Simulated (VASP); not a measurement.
# Zr (P6_3/mmc) in VASP: notebook

Aim: see how the results for Zr move with the level of theory and the settings. Levels: revPBE+D3(BJ), PBEsol, LDA. Tasks: relaxation of cell and atoms, single point.

Program: VASP 6.6.1. These are calculated values, not measurements. Logs are shortened: lines on timing, memory, paths and dates and some standing lists are left out, and cuts for length are marked.

## Step 1: The cell of the first run

The structure is hexagonal, space group P6_3/mmc (No. 194). The conventional cell has a = 3.232 Å, b = 3.232 Å, c = 5.147 Å, α = 90.00°, β = 90.00°, γ = 120.00°. Zr (site symmetry -6m2) has 12 Zr at 3.18 to 3.23 Å within 4.2 Å.

## Step 2: Relaxation of cell and atoms, revPBE+D3(BJ)

INCAR

```
ALGO = Normal
EDIFF = 1E-7
EDIFFG = -0.02
ENCUT = 600
GGA = RE
IBRION = 2
ISIF = 3
ISMEAR = -1
IVDW = 12
LASPH = T
LCHARG = F
LREAL = F
LWAVE = F
NELM = 80
NSW = 80
PREC = Accurate
SIGMA = 0.05
```

KPOINTS

```
k-points
0
Gamma
  9 9 5
```

POSCAR

```
Zr
1.0
    3.2320000000      0.0000000000      0.0000000000
   -1.6160000000      2.7989941050      0.0000000000
    0.0000000000      0.0000000000      5.1470000000
Zr
2
Direct
    0.6666666667      0.3333333333      0.7500000000
    0.3333333333      0.6666666667      0.2500000000
```

Potentials or basis: VASP PAW PBE potentials, release 64 (Zr_sv).

Launch:

```sh
> cat potpaw_PBE.64/Zr_sv/POTCAR > POTCAR
> mpirun -np 1 vasp_std > vasp.out
```

OUTCAR:

```text
EDIFF = 1E-7
   EDIFFG = -0.02
   ENCUT = 600
   GGA = RE
   IBRION = 2
   ISIF = 3
   ISMEAR = -1
   IVDW = 12
   LASPH = T
   LREAL = F
   NELM = 80
   NSW = 80
   PREC = Accurate
 IVDW          = 12

 ion  position               nearest neighbor table
   1  0.667  0.333  0.750-   2 3.18   2 3.18   2 3.18   2 3.18   2 3.18   2 3.18
   2  0.333  0.667  0.250-   1 3.18   1 3.18   1 3.18   1 3.18   1 3.18   1 3.18

  LATTYP: Found a hexagonal cell.
 ALAT       =     3.2320000000
 C/A-ratio  =     1.5925123762

  Lattice vectors:

 A1 = (   3.2320000000,   0.0000000000,   0.0000000000)
 A2 = (  -1.6160000000,   2.7989941050,   0.0000000000)
 A3 = (   0.0000000000,   0.0000000000,   5.1470000000)

Analysis of symmetry for initial positions (statically):
=====================================================================
 Subroutine PRICEL returns:
 Original cell was already a primitive cell.

 Routine SETGRP: Setting up the symmetry group for a
 hexagonal supercell.

 Subroutine GETGRP returns: Found 24 space group operations
 (whereof 12 operations were pure point group operations)
 out of a pool of 24 trial point group operations.

The static configuration has the point symmetry D_3d.
 The point group associated with its full space group is D_6h.

Analysis of symmetry for dynamics (positions and initial velocities):
=====================================================================
 Subroutine PRICEL returns:
 Original cell was already a primitive cell.

 Routine SETGRP: Setting up the symmetry group for a
 hexagonal supercell.

 Subroutine GETGRP returns: Found 24 space group operations
 (whereof 12 operations were pure point group operations)
 out of a pool of 24 trial point group operations.

The dynamic configuration has the point symmetry D_3d.
 The point group associated with its full space group is D_6h.

 Subroutine INISYM returns: Found 24 space group operations
 (whereof 12 operations are pure point group operations),
 and found     1 'primitive' translations

----------------------------------------------------------------------------------------

                                     Primitive cell

  volume of cell :      46.5616

  direct lattice vectors                    reciprocal lattice vectors
     3.232000000  0.000000000  0.000000000     0.309405941  0.178635603  0.000000000
    -1.616000000  2.798994105  0.000000000     0.000000000  0.357271206  0.000000000
     0.000000000  0.000000000  5.147000000     0.000000000  0.000000000  0.194287935

  length of vectors
     3.232000000  3.232000000  5.147000000     0.357271206  0.357271206  0.194287935

  position of ions in fractional coordinates (direct lattice)
     0.666666667  0.333333333  0.750000000
     0.333333333  0.666666667  0.250000000

  ion indices of the primitive-cell ions
   primitive index   ion index
                 1           1
                 2           2

----------------------------------------------------------------------------------------

 KPOINTS: k-points

Automatic generation of k-mesh.
 Grid dimensions read from file:
 generate k-points for:    9    9    5

 Generating k-lattice:

  Cartesian coordinates                     Fractional coordinates (reciprocal lattice)
     0.034378438  0.019848400  0.000000000     0.111111111  0.000000000  0.000000000
     0.000000000  0.039696801  0.000000000     0.000000000  0.111111111  0.000000000
     0.000000000  0.000000000  0.038857587     0.000000000  0.000000000  0.200000000

  Length of vectors
     0.039696801  0.039696801  0.038857587

  Shift w.r.t. Gamma in fractional coordinates (k-lattice)
     0.000000000  0.000000000  0.000000000

 Subroutine IBZKPT returns following result:
 ===========================================

 Found     36 irreducible k-points:

 Following reciprocal coordinates:
            Coordinates               Weight
  0.000000  0.000000  0.000000      1.000000
  0.111111  0.000000  0.000000      6.000000
  0.222222  0.000000  0.000000      6.000000
  0.333333  0.000000  0.000000      6.000000
  0.444444  0.000000  0.000000      6.000000
  0.111111  0.111111  0.000000      6.000000
[... 16 lines left out ...]
  0.333333  0.222222  0.200000     24.000000
  0.333333  0.333333  0.200000      4.000000
 [... further k-points ...]
   k-points           NKPTS =     36   k-points in BZ     NKDIM =     36   number of bands    NBANDS=     16
   number of dos      NEDOS =    301   number of ions     NIONS =      2
   total plane-waves  NPLWV =  32928
   dimension x,y,z NGX =    28 NGY =   28 NGZ =   42
   dimension x,y,z NGXF=    56 NGYF=   56 NGZF=   84
   ions per type =               2
   NGX,Y,Z   is equivalent  to a cutoff of  14.40, 14.40, 13.57 a.u.
   NGXF,Y,Z  is equivalent  to a cutoff of  28.80, 28.80, 27.13 a.u.
 SYSTEM =  unknown system
   PREC   = accura    normal or accurate (medium, high low for compatibility)
   ISTART =      0    job   : 0-new  1-cont  2-samecut
   ICHARG =      2    charge: 1-file 2-atom 10-const
   ISPIN  =      1    spin polarized calculation?
   LNONCOLLINEAR =      F non collinear calculations
   LSORBIT =      F    spin-orbit coupling
   LASPH  =      T    aspherical Exc in radial PAW
   ENCUT  =  600.0 eV  44.10 Ry    6.64 a.u.   6.46  6.46 10.28*2*pi/ulx,y,z
   NELM   =     80;   NELMIN=  2; NELMDL= -5     # of ELM steps
   EDIFF  = 0.1E-06   stopping-criterion for ELM
   LREAL  =      F    real-space projection
   EDIFFG = -.2E-01   stopping-criterion for IOM
   NSW    =     80    number of steps for IOM
   IBRION =      2    ionic relax: 0-MD 1-quasi-New 2-CG
   NFREE  =      1    steps in history (QN), initial steepest desc. (CG)
   ISIF   =      3    stress and relaxation
   ISYM   =      2    0-nonsym 1-usesym 2-fastsym
   POTIM  = 0.5000    time-step for ionic-motion
   TEBEG  =    0.0;   TEEND  =   0.0 temperature during run
   PSTRESS=    0.0 pullay stress
   NELECT =      24.0000    total number of electrons
   NUPDOWN=      -1.0000    fix difference up-down
   EMIN   =  10.00;   EMAX   =-10.00  energy-range for DOS
   EFERMI =   0.00;   METHOD = LEGACY
   ISMEAR =    -1;   SIGMA  =   0.05  broadening in eV -4-tet -1-fermi 0-gaus
   EFERMI_NEDOS =   21; number of points for ismear=-14 and -15
   IALGO  =     38    algorithm
   IMIX   =      4    mixing-type and parameters
     AMIX     =   0.40;   BMIX     =  1.00
     AMIX_MAG =   1.60;   BMIX_MAG =  1.00
  volume/ion in A,a.u.               =      23.28       157.11
  Fermi-wavevector in a.u.,A,eV,Ry     =   1.312611  2.480475 23.442130  1.722948
  Thomas-Fermi vector in A             =   2.442991
   LORBIT       =      0    0 simple, 1 ext, 2 COOP (PROOUT), +10 PAW based schemes
   GGA     = RE    functional components
   LHFCALC =     F    Hartree Fock is set to
   AEXX    =    0.0000 exact exchange contribution
   IVDW    =    12    specifies the selected vdW correction
   LEPSILON=     F    determine dielectric tensor
   LRPA    =     F    only Hartree local field effects (RPA)
 conjugate gradient relaxation of ions
 non-spin polarized calculation
  energy-cutoff  :      600.00
  volume of cell :       46.56
 maximum number of plane-waves:      1572
 NGX is ok and might be reduce to    28
   NGX = 13   NGY = 13   NGZ = 21

--------------------------------------- Ionic step        1  -------------------------------------------

 number of electron      24.0000000 magnetization

 Free energy of the ion-electron system (eV)
  ---------------------------------------------------
  ext. energy  EPLUGINS =         0.00000000
  ---------------------------------------------------
  free energy    TOTEN  =       -16.37099659 eV

  energy without entropy =      -16.35510536  energy(sigma->0) =      -16.36305098

------------------------ aborting loop because EDIFF is reached ----------------------------------------

 Edisp (eV)   -1.89121

 E8    (eV) :    -1.4173
[... 31 lines left out ...]
--------------------------------------- Ionic step        2  -------------------------------------------

 number of electron      24.0000000 magnetization

 E-fermi :  10.2434     XC(G=0): -11.5016

 val. band max:       10.2393701664   @ k =   0.2222   0.2222   0.4000
 cond. band min:      10.2638009130   @ k =   0.2222   0.1111   0.4000
 fundamental gap:      0.0244307466
 Fermi energy:        10.2434199007

 k-point     1 :       0.0000    0.0000    0.0000
  band No.  band energies     occupation
      1     -38.4476      2.00000
      2     -38.2191      2.00000
      3     -17.1596      2.00000
      4     -15.9785      2.00000
      5     -15.9785      2.00000
      6     -15.7956      2.00000
[... 433 lines left out ...]
      3     -16.7266      2.00000
      4     -16.7064      2.00000
      5     -16.7064      2.00000
      6     -16.3752      2.00000
[... 8 lines left out ...]
     15      12.1645      0.00000
     16      14.3165      0.00000

 [... further k-points ...]

------------------------ aborting loop because EDIFF is reached ----------------------------------------

 Edisp (eV)   -2.10438

 E8    (eV) :    -1.5784
[... 151 lines left out ...]
--------------------------------------- Ionic step        6  -------------------------------------------

 number of electron      24.0000000 magnetization

 Free energy of the ion-electron system (eV)
  ---------------------------------------------------
  ext. energy  EPLUGINS =         0.00000000
  ---------------------------------------------------
  free energy    TOTEN  =       -16.29982086 eV

  energy without entropy =      -16.28338692  energy(sigma->0) =      -16.29160389

 E-fermi :   9.6606     XC(G=0): -11.2739

 val. band max:        9.6485124411   @ k =   0.1111   0.0000   0.2000
 cond. band min:       9.6606644260   @ k =   0.0000   0.0000   0.4000
 fundamental gap:      0.0121519849
 Fermi energy:         9.6606170077

 k-point     1 :       0.0000    0.0000    0.0000
  band No.  band energies     occupation
      1     -39.0987      2.00000
      2     -38.9152      2.00000
      3     -17.7044      2.00000
      4     -16.6838      2.00000
      5     -16.6838      2.00000
      6     -16.5447      2.00000
[... 433 lines left out ...]
      3     -17.3324      2.00000
      4     -17.3151      2.00000
      5     -17.3151      2.00000
      6     -17.0387      2.00000
[... 8 lines left out ...]
     15      11.4794      0.00000
     16      13.5299      0.00000

 [... further k-points ...]

------------------------ aborting loop because EDIFF is reached ----------------------------------------

 Edisp (eV)   -1.99998

 E8    (eV) :    -1.4995
[... 25 lines left out ...]
  FREE ENERGIE OF THE ION-ELECTRON SYSTEM (eV)
  ---------------------------------------------------
  free  energy   TOTEN  =       -18.2998014423 eV

  energy  without entropy=      -18.2833675065  energy(sigma->0) =      -18.29158447

 reached required accuracy - stopping structural energy minimisation
```

It took 56 s on 1 thread of Intel Xeon 6975P-C (Granite Rapids), shared host; peak memory 0.2 GiB.

Results:

| Property | Result |
| --- | --- |
| Free energy | -18.2998 eV |
| Relaxed volume | 22.08 Å³/atom |
| Relaxed cell | a = 3.163 Å, b = 3.163 Å, c = 5.097 Å, α = 90.00°, β = 90.00°, γ = 120.00° |
| Space group after relaxing (to 0.1 Å) | P6_3/mmc (No. 194) |
| Energy gained by relaxing | 18.8 meV/atom |
| Ionic steps | 6 |
| Pressure after relaxing | 0.1 GPa |
| Band gap on the k mesh | zero (bands 12 and 13 overlap by 1.15 eV) |
| Dispersion energy per atom | -1.000 eV |

The path:
```tsv
step	energy change (eV)	largest force (eV/Å)	pressure (GPa)	volume (Å³)
1	0.0000	0.0000	-4.75	46.56
2	-0.0029	0.0000	5.33	42.06
3	-0.0368	0.0000	0.00	44.21
4	-0.0368	0.0000	0.11	44.16
5	-0.0375	0.0000	0.09	44.15
6	-0.0376	0.0000	0.07	44.15
```

Final structure:
```yaml
crystal:
  lattice:
    - [3.16253, 0.00000, 0.00000]
    - [-1.58127, 2.73883, 0.00000]
    - [0.00000, 0.00000, 5.09740]
  atoms:
    - { symbol: Zr, position: [0.66667, 0.33333, 0.75000] }
    - { symbol: Zr, position: [0.33333, 0.66667, 0.25000] }
```

Levels at points of the mesh, in eV from the Fermi level:
```tsv
k point	band 8	band 9	band 10	band 11	band 12	band 13	band 14	band 15	band 16
(0.00, 0.00, 0.00)	-26.19	-5.74	-3.18	0.90	0.90	0.93	1.27	1.61	1.61
```

Caveat: the PAW data sets were made with another functional, which shifts forces and pressure a little.

## Step 3: Relaxation of cell and atoms, PBEsol

INCAR

```
SYSTEM = Zr
  PREC = Accurate
  ENCUT = 600
  EDIFF = 1E-7
  ISMEAR = -1
  SIGMA = 0.05
  LREAL = .FALSE.
  LASPH = .TRUE.
  NELM = 100
  ALGO = Normal
  ISIF = 3
  LWAVE = .FALSE.
  LCHARG = .FALSE.
  GGA = PS
  IBRION = 2
  NSW = 80
  EDIFFG = -0.005
```

KPOINTS

```
Automatic mesh
0
G
  9 9 5
  0 0 0
```

POSCAR is that of step 2.

Potentials or basis: VASP PAW PBE potentials, release 64 (Zr_sv).

Launch:

```sh
> cat potpaw_PBE.64/Zr_sv/POTCAR > POTCAR
> mpirun -np 1 vasp_std > vasp.out
```

It took 70 s on 1 thread of Intel Xeon 6975P-C (Granite Rapids), shared host; peak memory 0.2 GiB.

Results (log left out):

```
Free energy                           : -18.1769 eV
Relaxed volume                        : 22.49 Å³/atom
Relaxed cell                          : a = 3.183 Å, b = 3.183 Å, c = 5.127 Å, α = 90.00°, β = 90.00°, γ = 120.00°
Space group after relaxing (to 0.1 Å) : P6_3/mmc (No. 194)
Energy gained by relaxing             : 8.7 meV/atom
Ionic steps                           : 9
Pressure after relaxing               : 0.0 GPa
Band gap on the k mesh                : zero (bands 12 and 13 overlap by 1.13 eV)
```

Step by step:
```csv
step,energy change (eV),largest force (eV/Å),pressure (GPa),volume (Å³)
1,0.0000,0.0000,-3.22,46.56
2,-0.0006,0.0000,3.59,43.48
3,-0.0167,0.0000,0.04,44.98
4,-0.0167,0.0000,0.10,44.95
5,-0.0172,0.0000,0.07,44.95
6,-0.0173,0.0000,0.06,44.95
7,-0.0173,0.0000,0.06,44.95
8,-0.0173,0.0000,-0.06,45.00
9,-0.0173,0.0000,0.00,44.97
```

Final structure:
```yaml
crystal:
  lattice:
    - [3.18264, 0.00000, 0.00000]
    - [-1.59132, 2.75625, 0.00000]
    - [0.00000, 0.00000, 5.12676]
  atoms:
    - { symbol: Zr, position: [0.66667, 0.33333, 0.75000] }
    - { symbol: Zr, position: [0.33333, 0.66667, 0.25000] }
```

Levels at points of the mesh, in eV from the Fermi level:
```csv
k point,band 8,band 9,band 10,band 11,band 12,band 13,band 14,band 15,band 16
"(0.00, 0.00, 0.00)",-26.14,-5.73,-3.14,0.88,0.88,0.93,1.23,1.59,1.59
```

Caveat: the PAW data sets were made with another functional, which shifts forces and pressure a little.

(Continued in part 2 of 2.)
